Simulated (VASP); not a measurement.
Runs of VASP 6.6.1 on Rh. The structure is cubic, space group Fm-3m (No. 225). The conventional cell has a = 3.796 Å, b = 3.796 Å, c = 3.796 Å, α = 90.00°, β = 90.00°, γ = 90.00°. Within 3.5 Å of Rh (site symmetry m-3m) lie 12 Rh at 2.68 Å. 

```tsv
fixed moment (μB)	pressure (GPa)	moment (μB)
0.4	-7.6	0.40
0.2	-8.6	0.20
1.6	(a)	1.60
1.2	1.6	1.20
```

Alike in all rows: task single point; level LDA; potentials or basis VASP PAW LDA potentials, release 64 (Rh_pv); cell as given; k mesh 15 × 15 × 15; cutoff (eV) 520; smearing fermi-dirac 0.05 eV.

Task: Fill in the values left out.

Result: (a) 9.5.

Caveats: the total moment is fixed, so each spin has its own Fermi level and the state may be an excited one; the cell stands under tension (at least some runs); the cell stands under pressure (at least some runs).
